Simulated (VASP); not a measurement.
**ScAlN2: single point with PBE**

The system is ScAlN2.

```
Sc N Al
1.0
     3.04461    0.00000    0.00000
     0.00000    3.04461    0.00000
     0.00000    0.00000    4.28616
Sc N Al
1 2 1
Direct
  0.00000 0.00000 0.00000
  0.00000 0.00000 0.50000
  0.50000 0.50000 0.00000
  0.50000 0.50000 0.50000
```

This cell differs from its parent crystal: uniaxial z strain -0.8%.

```
Program             : VASP 6.6.1
Task                : single point
Functional          : PBE
Potentials or basis : VASP PAW PBE potentials, release 64 (Sc_sv, N, Al)
Cutoff              : 520 eV
k mesh              : 8 × 8 × 6
Occupations         : fermi-dirac, width 0.02 eV
Spin                : no spin polarisation
```

- Pressure: 6.1 GPa
- Band gap on the k mesh: 0.68 eV, direct

Stress tensor (GPa, compression positive):
```
5.26 0.00 0.00
0.00 5.26 0.00
0.00 0.00 7.76
```

Levels at points of the mesh, in eV from the valence-band top:
| k point | band 8 | band 9 | band 10 | band 11 | band 12 | band 13 | band 14 | band 15 | band 16 | band 17 |
| --- | --- | --- | --- | --- | --- | --- | --- | --- | --- | --- |
| (0.00, 0.00, 0.00) | -2.15 | -2.15 | -0.02 | 0.00 | 0.00 | 0.68 | 2.45 | 3.92 | 3.92 | 4.70 |
| (0.50, 0.00, 0.00) | -4.62 | -4.48 | -2.91 | -1.61 | -1.28 | 4.49 | 4.72 | 5.33 | 6.61 | 6.67 |
| (0.50, 0.50, 0.00) | -5.58 | -3.06 | -1.22 | -1.22 | -0.71 | 1.22 | 1.22 | 2.21 | 5.88 | 6.31 |
| (0.00, 0.00, 0.50) | -4.03 | -2.26 | -2.26 | -0.50 | -0.50 | 0.97 | 4.73 | 5.33 | 5.36 | 5.36 |
| (0.50, 0.00, 0.50) | -5.01 | -2.97 | -2.87 | -1.67 | -1.47 | 4.80 | 5.23 | 5.52 | 5.58 | 5.78 |
| (0.50, 0.50, 0.50) | -5.70 | -4.23 | -2.87 | -2.26 | -2.26 | 4.05 | 4.05 | 5.67 | 6.31 | 6.82 |

It took 30 s on 1 thread of AMD EPYC 9R45 96-Core Processor (Zen 5), on a shared host, peak memory 0.15 GiB.

Caveat: the cell differs from its parent crystal (uniaxial z strain -0.8%). A k mesh can miss the band edges.
